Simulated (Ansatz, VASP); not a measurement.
**HfTi4Si: VASP beside Ansatz**

The input INCAR:

```
SYSTEM = HfTi4Si
PREC = Accurate ; ENCUT = 520
EDIFF = 1E-6 ; ISMEAR = 0
SIGMA = 0.1 ; LREAL = .False.
LASPH = .True. ; NELM = 80
ALGO = Normal ; ISIF = 2
LWAVE = .False. ; LCHARG = .True.
GGA = PE ; LELF = .True.
LVHAR = .True. ; NBANDS = 40
```

Contents of KPOINTS:

```
regular mesh
0
Gamma
  4 4 4
  0 0 0
```

POSCAR

```
HfTi4Si
1.0
    0.0000000000      3.4681120400      3.4681120400
    3.4681120400      0.0000000000      3.4681120400
    3.4681120400      3.4681120400      0.0000000000
Hf Ti Si
1 4 1
Direct
    0.0000000000      0.0000000000      0.0000000000
    0.8727561500      0.3757479500      0.3757479500
    0.3757479500      0.3757479500      0.3757479500
    0.3757479500      0.8727561500      0.3757479500
    0.3757479500      0.3757479500      0.8727561500
    0.7500000000      0.7500000000      0.7500000000
```

Input for Ansatz:

```yaml
crystal:
  lattice:
    - [0.0, 3.46811204, 3.46811204]
    - [3.46811204, 0.0, 3.46811204]
    - [3.46811204, 3.46811204, 0.0]
  atoms:
    - { symbol: Hf, position: [0.0, 0.0, 0.0] }
    - { symbol: Ti, position: [0.87275615, 0.37574795, 0.37574795] }
    - { symbol: Ti, position: [0.37574795, 0.37574795, 0.37574795] }
    - { symbol: Ti, position: [0.37574795, 0.87275615, 0.37574795] }
    - { symbol: Ti, position: [0.37574795, 0.37574795, 0.87275615] }
    - { symbol: Si, position: [0.75, 0.75, 0.75] }
basis:
  ecutwfc: 420
kpoints:
  mp_grid: { grid: [4, 4, 4] }
hamiltonian:
  xc: pbe
scf:
  occupations: { method: gaussian, width: 0.1 }
  lower_state_search: "off"
output:
  forces: true
  stress: true
  eigenvalues: true
```

Change from the starting cell: species swapped into the ErCu4Ag type (F-43m, No. 216).

Alike in both runs: task single point; functional PBE; k mesh 4 × 4 × 4; occupations gaussian, width 0.1 eV; no spin polarisation.

|  | VASP | Ansatz |
| --- | --- | --- |
| version | VASP 6.6.1 | Ansatz 0.2.0 |
| potentials or method | VASP PAW PBE potentials, release 64 (Hf_pv, Ti_sv, Si), cutoff 520 eV | scalar-relativistic, plane waves, PAW |
| valence electrons in the cell | 62 | 78 |

```csv
,VASP,Ansatz,Ansatz less VASP
gap on the k mesh at the Fermi level (eV),none,none,-
rms of the force components (eV/Å),0.516,0.508,-0.0078
```

Atom by atom the forces differ by 0.008 eV/Å (rms over components). A gap of «none» marks a metal or a gap that the smearing closes. VASP's potentials hold 62 valence electrons a cell and Ansatz's 78, so a difference there can come from the potentials and not from the codes.

The k mesh is coarse, so the values compare programs but aren't converged. Spin-orbit coupling is off throughout.
